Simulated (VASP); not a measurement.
# MnAs (P6_3/mmc) in VASP: further runs, part 2 of 2

VASP 6.6.1. Earlier steps stand in the parts before.

## 4. Single point, PBEsol, collinear spin, antiferromagnetic start

INCAR

```
ALGO = Normal
EDIFF = 1E-7
ENCUT = 520
GGA = PS
ISIF = 2
ISMEAR = -1
ISPIN = 2
LASPH = True
LCHARG = False
LMAXMIX = 4
LORBIT = 11
LREAL = False
LWAVE = False
MAGMOM = 0 0 4 -4
NBANDS = 30
NELM = 150
PREC = Accurate
SIGMA = 0.05
```

KPOINTS

```
k-points
0
Gamma
  8 8 5
```

POSCAR

```
MnAs
1.0
    3.7100000000      0.0000000000      0.0000000000
   -1.8550000000      3.2129542480      0.0000000000
    0.0000000000      0.0000000000      5.6910000000
As Mn
2 2
Direct
    0.6666666667      0.3333333333      0.7500000000
    0.3333333333      0.6666666667      0.2500000000
    0.0000000000      0.0000000000      0.5000000000
    0.0000000000      0.0000000000      0.0000000000
```

Potentials or basis: VASP PAW PBE potentials, release 64 (As, Mn_pv).

Command:

```
$ cat potpaw_PBE.64/As/POTCAR potpaw_PBE.64/Mn_pv/POTCAR > POTCAR
$ mpirun -np 1 vasp_std > vasp.out
```

OUTCAR:

```text
EDIFF = 1E-7
   ENCUT = 520
   GGA = PS
   ISIF = 2
   ISMEAR = -1
   ISPIN = 2
   LASPH = True
   LORBIT = 11
   LREAL = False
   NELM = 150
   PREC = Accurate

 ion  position               nearest neighbor table
   1  0.667  0.333  0.750-   3 2.57   4 2.57   3 2.57   4 2.57   3 2.57   4 2.57
   2  0.333  0.667  0.250-   3 2.57   4 2.57   3 2.57   4 2.57   3 2.57   4 2.57
   3  0.000  0.000  0.500-   1 2.57   2 2.57   2 2.57   1 2.57   1 2.57   2 2.57   4 2.85   4 2.85

   4  0.000  0.000  0.000-   1 2.57   2 2.57   2 2.57   1 2.57   1 2.57   2 2.57   3 2.85   3 2.85

  LATTYP: Found a hexagonal cell.
 ALAT       =     3.7100000000
 C/A-ratio  =     1.5339622642

  Lattice vectors:

 A1 = (   3.7100000000,   0.0000000000,   0.0000000000)
 A2 = (  -1.8550000000,   3.2129542480,   0.0000000000)
 A3 = (   0.0000000000,   0.0000000000,   5.6910000000)

Analysis of symmetry for initial positions (statically):
=====================================================================
 Subroutine PRICEL returns:
[... 1796 lines left out ...]
  Direction    XX          YY          ZZ          XY          YZ          ZX
  --------------------------------------------------------------------------------------
  -------------------------------------------------------------------------------------
  Total       -4.6954253     -4.6954253     -3.9706840      0.0000000      0.0000000      0.0000000
  in kB     -110.8966640   -110.8966640    -93.7797076      0.0000000      0.0000000      0.0000000
  external PRESSURE =    -105.1910119 kB  Pullay stress =       0.0000000 kB

 VOLUME and BASIS-vectors are now :
 -----------------------------------------------------------------------------
  energy-cutoff  :      520.00
  volume of cell :       67.84
      direct lattice vectors                 reciprocal lattice vectors
     3.710000000  0.000000000  0.000000000     0.269541779  0.155620019  0.000000000
    -1.855000000  3.212954248  0.000000000     0.000000000  0.311240037  0.000000000
     0.000000000  0.000000000  5.691000000     0.000000000  0.000000000  0.175716043

 POSITION                                       TOTAL-FORCE (eV/Angst)
 -----------------------------------------------------------------------------------
      1.85500      1.07098      4.26825         0.000000     -0.000000      0.000000
     -0.00000      2.14197      1.42275        -0.000000      0.000000      0.000000
      0.00000      0.00000      2.84550         0.000000      0.000000      0.000000
      0.00000      0.00000      0.00000         0.000000      0.000000      0.000000
 -----------------------------------------------------------------------------------
    total drift:                               -0.000000      0.000000     -0.000000

  FREE ENERGIE OF THE ION-ELECTRON SYSTEM (eV)
  ---------------------------------------------------
  free  energy   TOTEN  =       -30.1278903416 eV

  energy  without entropy=      -30.0976845041  energy(sigma->0) =      -30.11278742

 total charge

# of ion       s       p       d       tot
------------------------------------------
    1        1.220   1.497   0.053   2.770
    2        1.220   1.497   0.053   2.770
    3        0.279   6.240   5.070  11.589
    4        0.279   6.240   5.070  11.589
--------------------------------------------------
tot          2.998  15.472  10.247  28.718

 magnetization (x)

# of ion       s       p       d       tot
------------------------------------------
    1        0.000   0.000   0.000   0.000
    2        0.000   0.000   0.000   0.000
    3        0.033   0.033   2.940   3.006
    4       -0.033  -0.033  -2.940  -3.006
--------------------------------------------------
tot         -0.000   0.000   0.000   0.000
```

stdout:

```text
POSCAR found type information on POSCAR AsMn
 POSCAR found :  2 types and       4 ions
 scaLAPACK will be used
 -----------------------------------------------------------------------------
|                                                                             |
|                                                                             |
|     You enforced a specific xc type in the INCAR file but a different       |
|     I HOPE YOU KNOW WHAT YOU ARE DOING!                                     |
|                                                                             |
 -----------------------------------------------------------------------------

 LDA part: xc-table for (Slater+PW92), standard interpolation
 POSCAR, INCAR and KPOINTS ok, starting setup
 FFT: planning ... GRIDC
 FFT: planning ... GRID_SOFT
 FFT: planning ... GRID
 WAVECAR not read
 entering main loop
```

Run time: 95 s. Hardware: 1 thread of AMD EPYC 7R13 (Zen 3), shared host; peak memory 0.22 GiB.

Results:

```
Free energy                                           : -30.1279 eV
Pressure                                              : -10.5 GPa
Band gap on the k mesh                                : zero (filled and empty bands overlap)
Net moment                                            : 0.00 μB per cell
Site moments                                          : As +0.00; Mn +3.01, -3.01 μB
Valence electrons inside the program's atomic spheres : As 2.77; Mn 11.59
```

Caveat: the cell stands under tension; the antiferromagnetic order is the one typed at the start, and another may lie lower; the PAW data sets were made with another functional, which shifts forces and pressure a little.

## 5. The runs side by side

```csv
spin,gap on the mesh (eV),pressure (GPa),moment (μB)
off,none,-24.1,-
"collinear, ferromagnetic start",none,-8.5,6.22
"collinear, antiferromagnetic start",none,-10.5,0.00
```

Alike in all rows: task single point; level PBEsol; potentials or basis VASP PAW PBE potentials, release 64 (As, Mn_pv); cell as given; k mesh 8 × 8 × 5; cutoff (eV) 520; smearing fermi-dirac 0.05 eV.

Caveats: the cell stands under tension; the PAW data sets were made with another functional, which shifts forces and pressure a little; the run started ferromagnetic, and an antiferromagnetic order may lie lower in energy (at least some runs); the antiferromagnetic order is the one typed at the start, and another may lie lower (at least some runs).

Absolute energies hang on the potentials; compare differences alone.
